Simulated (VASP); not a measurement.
# Br (Fd-3m) in VASP: a series of runs

The runs below take Br through single point, relaxation of cell and atoms, with PBE.

All numbers are computed with VASP 6.6.1; they aren't measurements. Logs are shortened: lines on timing, memory, paths and dates and some standing lists are left out, and cuts for length are marked.

## (1) The cell of the first run

It takes space group Fd-3m (No. 227, cubic). The conventional cell has a = 6.029 Å, b = 6.029 Å, c = 6.029 Å, α = 90.00°, β = 90.00°, γ = 90.00°. Within 3.4 Å of Br (site symmetry -43m) lie 4 Br at 2.61 Å.

## (2) Single point, PBE

INCAR

```
SYSTEM = Br
  ALGO = Normal
  EDIFF = 1E-6
  ENCUT = 500
  GGA = PE
  GGA_COMPAT = .FALSE.
  ISIF = 2
  ISMEAR = -1
  LASPH = .TRUE.
  LCHARG = .TRUE.
  LELF = .TRUE.
  LREAL = .FALSE.
  LVHAR = .TRUE.
  LWAVE = .FALSE.
  NBANDS = 14
  NELM = 120
  PREC = Accurate
  SIGMA = 0.01
```

KPOINTS

```
k-points
0
G
  6 6 6
  0 0 0
```

POSCAR

```
Br
1.0
    0.0000000000      3.0145066803      3.0145066803
    3.0145066803      0.0000000000      3.0145066803
    3.0145066803      3.0145066803      0.0000000000
Br
2
Direct
    1.0000000000      1.0000000000      1.0000000000
    0.2500000000      0.2500000000      0.2500000000
```

Potentials or basis: VASP PAW PBE potentials, release 64 (Br).

Started as:

```bash
$ cat potpaw_PBE.64/Br/POTCAR > POTCAR
$ mpirun -np 1 vasp_std > vasp.out
```

OUTCAR:

```text
SYSTEM = Br
   EDIFF = 1E-6
   ENCUT = 500
   GGA = PE
   ISIF = 2
   ISMEAR = -1
   LASPH = .TRUE.
   LREAL = .FALSE.
   NELM = 120
   PREC = Accurate

 ion  position               nearest neighbor table
   1  0.000  0.000  0.000-   2 2.61   2 2.61   2 2.61   2 2.61
   2  0.250  0.250  0.250-   1 2.61   1 2.61   1 2.61   1 2.61

  LATTYP: Found a face centered cubic cell.
 ALAT       =     6.0290133606

  Lattice vectors:

 A1 = (   0.0000000000,   3.0145066803,   3.0145066803)
 A2 = (   3.0145066803,   0.0000000000,   3.0145066803)
 A3 = (   3.0145066803,   3.0145066803,   0.0000000000)

Analysis of symmetry for initial positions (statically):
=====================================================================
 Subroutine PRICEL returns:
 Original cell was already a primitive cell.

 Routine SETGRP: Setting up the symmetry group for a
 face centered cubic supercell.

 Subroutine GETGRP returns: Found 48 space group operations
 (whereof 24 operations were pure point group operations)
 out of a pool of 48 trial point group operations.

The static configuration has the point symmetry T_d .
 The point group associated with its full space group is O_h .

Analysis of symmetry for dynamics (positions and initial velocities):
=====================================================================
 Subroutine PRICEL returns:
 Original cell was already a primitive cell.

 Routine SETGRP: Setting up the symmetry group for a
 face centered cubic supercell.

 Subroutine GETGRP returns: Found 48 space group operations
 (whereof 24 operations were pure point group operations)
 out of a pool of 48 trial point group operations.

The dynamic configuration has the point symmetry T_d .
 The point group associated with its full space group is O_h .

 Subroutine INISYM returns: Found 48 space group operations
 (whereof 24 operations are pure point group operations),
 and found     1 'primitive' translations

----------------------------------------------------------------------------------------

                                     Primitive cell

  volume of cell :      54.7872

  direct lattice vectors                    reciprocal lattice vectors
     0.000000000  3.014506680  3.014506680    -0.165864618  0.165864618  0.165864618
     3.014506680  0.000000000  3.014506680     0.165864618 -0.165864618  0.165864618
     3.014506680  3.014506680  0.000000000     0.165864618  0.165864618 -0.165864618

  length of vectors
     4.263156231  4.263156231  4.263156231     0.287285946  0.287285946  0.287285946

  position of ions in fractional coordinates (direct lattice)
     0.000000000  0.000000000  0.000000000
     0.250000000  0.250000000  0.250000000

  ion indices of the primitive-cell ions
   primitive index   ion index
                 1           1
                 2           2

----------------------------------------------------------------------------------------

 KPOINTS: k-points

Automatic generation of k-mesh.
 Grid dimensions read from file:
 generate k-points for:    6    6    6

 Generating k-lattice:

  Cartesian coordinates                     Fractional coordinates (reciprocal lattice)
    -0.027644103  0.027644103  0.027644103     0.166666667  0.000000000  0.000000000
     0.027644103 -0.027644103  0.027644103     0.000000000  0.166666667  0.000000000
     0.027644103  0.027644103 -0.027644103     0.000000000  0.000000000  0.166666667

  Length of vectors
     0.047880991  0.047880991  0.047880991

  Shift w.r.t. Gamma in fractional coordinates (k-lattice)
     0.000000000  0.000000000  0.000000000

 Subroutine IBZKPT returns following result:
 ===========================================

 Found     16 irreducible k-points:

 Following reciprocal coordinates:
            Coordinates               Weight
  0.000000  0.000000  0.000000      1.000000
  0.166667  0.000000  0.000000      8.000000
  0.333333  0.000000  0.000000      8.000000
  0.500000  0.000000  0.000000      4.000000
  0.166667  0.166667  0.000000      6.000000
  0.333333  0.166667  0.000000     24.000000
[... 8 lines left out ...]
 -0.333333  0.333333  0.166667     24.000000
 -0.333333  0.500000  0.166667     12.000000
   k-points           NKPTS =     16   k-points in BZ     NKDIM =     16   number of bands    NBANDS=     14
   number of dos      NEDOS =    301   number of ions     NIONS =      2
   total plane-waves  NPLWV =  32768
   dimension x,y,z NGX =    32 NGY =   32 NGZ =   32
   dimension x,y,z NGXF=    64 NGYF=   64 NGZF=   64
   ions per type =               2
   NGX,Y,Z   is equivalent  to a cutoff of  12.48, 12.48, 12.48 a.u.
   NGXF,Y,Z  is equivalent  to a cutoff of  24.96, 24.96, 24.96 a.u.
 SYSTEM =  Br
   PREC   = accura    normal or accurate (medium, high low for compatibility)
   ISTART =      0    job   : 0-new  1-cont  2-samecut
   ICHARG =      2    charge: 1-file 2-atom 10-const
   ISPIN  =      1    spin polarized calculation?
   LNONCOLLINEAR =      F non collinear calculations
   LSORBIT =      F    spin-orbit coupling
   LASPH  =      T    aspherical Exc in radial PAW
   ENCUT  =  500.0 eV  36.75 Ry    6.06 a.u.   7.77  7.77  7.77*2*pi/ulx,y,z
   NELM   =    120;   NELMIN=  2; NELMDL= -5     # of ELM steps
   EDIFF  = 0.1E-05   stopping-criterion for ELM
   LREAL  =      F    real-space projection
   EDIFFG = 0.1E-04   stopping-criterion for IOM
   NSW    =      0    number of steps for IOM
   IBRION =     -1    ionic relax: 0-MD 1-quasi-New 2-CG
   NFREE  =      0    steps in history (QN), initial steepest desc. (CG)
   ISIF   =      2    stress and relaxation
   ISYM   =      2    0-nonsym 1-usesym 2-fastsym
   POTIM  = 0.5000    time-step for ionic-motion
   TEBEG  =    0.0;   TEEND  =   0.0 temperature during run
   PSTRESS=    0.0 pullay stress
   NELECT =      14.0000    total number of electrons
   NUPDOWN=      -1.0000    fix difference up-down
   EMIN   =  10.00;   EMAX   =-10.00  energy-range for DOS
   EFERMI =   0.00;   METHOD = LEGACY
   ISMEAR =    -1;   SIGMA  =   0.01  broadening in eV -4-tet -1-fermi 0-gaus
   EFERMI_NEDOS =   21; number of points for ismear=-14 and -15
   IALGO  =     38    algorithm
   IMIX   =      4    mixing-type and parameters
     AMIX     =   0.40;   BMIX     =  1.00
     AMIX_MAG =   1.60;   BMIX_MAG =  1.00
  volume/ion in A,a.u.               =      27.39       184.86
  Fermi-wavevector in a.u.,A,eV,Ry     =   1.038862  1.963165 14.683878  1.079235
  Thomas-Fermi vector in A             =   2.173366
   LORBIT       =      0    0 simple, 1 ext, 2 COOP (PROOUT), +10 PAW based schemes
   GGA     = PE    functional components
   LHFCALC =     F    Hartree Fock is set to
   AEXX    =    0.0000 exact exchange contribution
   IVDW    =     0    specifies the selected vdW correction
   LEPSILON=     F    determine dielectric tensor
   LRPA    =     F    only Hartree local field effects (RPA)
 non-spin polarized calculation
  energy-cutoff  :      500.00
  volume of cell :       54.79
 maximum number of plane-waves:      1411
   NGX = 15   NGY = 15   NGZ = 15

 number of electron      14.0000005 magnetization

 Free energy of the ion-electron system (eV)
  ---------------------------------------------------
  ext. energy  EPLUGINS =         0.00000000
  ---------------------------------------------------
  free energy    TOTEN  =        -0.72512691 eV

  energy without entropy =       -0.72294228  energy(sigma->0) =       -0.72403459

 E-fermi :   2.9971     XC(G=0):  -8.6444

 val. band max:        2.9446097278   @ k =  -0.3333   0.3333   0.0000
 cond. band min:       3.0049756949   @ k =  -0.3333   0.3333   0.1667
 fundamental gap:      0.0603659670
 Fermi energy:         2.9970897773

 k-point     1 :       0.0000    0.0000    0.0000
  band No.  band energies     occupation
      1     -15.1498      2.00000
      2     -10.0320      2.00000
      3      -1.9439      2.00000
      4      -1.9439      2.00000
      5      -1.9439      2.00000
      6       0.9815      2.00000
      7       0.9815      2.00000
      8       0.9815      2.00000
      9       7.4517      0.00000
     10      10.8257      0.00000
     11      10.8257      0.00000
     12      13.0539      0.00000
     13      13.0539      0.00000
     14      13.0539      0.00000

 k-point     2 :       0.1667    0.0000    0.0000
  band No.  band energies     occupation
      1     -14.9656      2.00000
      2     -10.4399      2.00000
      3      -2.1644      2.00000
      4      -2.1644      2.00000
      5      -2.0651      2.00000
      6       1.3158      2.00000
      7       1.3158      2.00000
      8       1.3604      2.00000
      9       8.2536      0.00000
     10      10.3302      0.00000
     11      10.3302      0.00000
     12      12.5151      0.00000
     13      14.4514      0.00000
     14      14.4514      0.00000

 k-point     3 :       0.3333    0.0000    0.0000
  band No.  band energies     occupation
      1     -14.4938      2.00000
      2     -11.3132      2.00000
      3      -2.5078      2.00000
      4      -2.5078      2.00000
      5      -2.3976      2.00000
      6       1.8594      2.00000
      7       1.8594      2.00000
      8       2.4892      2.00000
      9       9.3630      0.00000
     10      10.4075      0.00000
     11      10.4075      0.00000
     12      11.8085      0.00000
     13      14.6426      0.00000
     14      14.6451      0.00000
[... 188 lines left out ...]
 k-point    15 :      -0.3333    0.3333    0.1667
  band No.  band energies     occupation
      1     -13.6361      2.00000
      2     -12.4782      2.00000
      3      -3.7608      2.00000
      4      -3.2086      2.00000
      5      -0.5087      2.00000
      6       1.1902      2.00000
      7       3.0050      0.62494
      8       3.2710      0.00000
      9       8.6503      0.00000
     10       9.5014      0.00000
     11      11.6355      0.00000
     12      13.4167      0.00000
     13      14.6316      0.00000
     14      16.3359      0.00000

 k-point    16 :      -0.3333    0.5000    0.1667
  band No.  band energies     occupation
      1     -13.0800      2.00000
      2     -13.0800      2.00000
      3      -3.5730      2.00000
      4      -3.5730      2.00000
      5       0.2251      2.00000
      6       0.2251      2.00000
      7       3.4422      0.00000
      8       3.4422      0.00000
      9       8.9606      0.00000
     10       8.9606      0.00000
     11      12.7939      0.00000
     12      12.7939      0.00000
     13      16.0147      0.00000
     14      16.0147      0.00000

------------------------ aborting loop because EDIFF is reached ----------------------------------------

  FORCE on cell =-STRESS in cart. coord.  units (eV):
  Direction    XX          YY          ZZ          XY          YZ          ZX
  --------------------------------------------------------------------------------------
  -------------------------------------------------------------------------------------
  Total        6.8415829      6.8415829      6.8415829      0.0000000      0.0000000     -0.0000000
  in kB      200.0729752    200.0729752    200.0729752      0.0000000      0.0000000     -0.0000000
  external PRESSURE =     200.0729752 kB  Pullay stress =       0.0000000 kB

 VOLUME and BASIS-vectors are now :
 -----------------------------------------------------------------------------
  energy-cutoff  :      500.00
  volume of cell :       54.79
      direct lattice vectors                 reciprocal lattice vectors
     0.000000000  3.014506680  3.014506680    -0.165864618  0.165864618  0.165864618
     3.014506680  0.000000000  3.014506680     0.165864618 -0.165864618  0.165864618
     3.014506680  3.014506680  0.000000000     0.165864618  0.165864618 -0.165864618

 POSITION                                       TOTAL-FORCE (eV/Angst)
 -----------------------------------------------------------------------------------
      0.00000      0.00000      0.00000         0.000000      0.000000      0.000000
      1.50725      1.50725      1.50725        -0.000000     -0.000000     -0.000000
 -----------------------------------------------------------------------------------
    total drift:                               -0.000000     -0.000000      0.000000

  FREE ENERGIE OF THE ION-ELECTRON SYSTEM (eV)
  ---------------------------------------------------
  free  energy   TOTEN  =        -0.7251269095 eV

  energy  without entropy=       -0.7229422759  energy(sigma->0) =       -0.72403459
```

It took 5.3 s on 1 thread of Intel Xeon 6975P-C (Granite Rapids), shared host; peak memory 0.17 GiB.

What came out:

* Free energy: -0.7251 eV
* Pressure: 20.0 GPa
* Band gap on the k mesh: zero (bands 7 and 8 overlap by 2.85 eV)

Levels at points of the mesh, in eV from the Fermi level:
```tsv
k point	band 5	band 6	band 7	band 8	band 9	band 10
(0.00, 0.00, 0.00)	-4.94	-2.02	-2.02	-2.02	4.45	7.83
(0.50, 0.00, 0.00)	-5.57	-0.91	-0.91	0.27	6.96	7.28
(0.50, 0.50, 0.00)	-3.25	-3.25	0.83	0.83	6.17	6.17
```

Caveat: the cell stands under pressure.

[end of part 1 of 2]
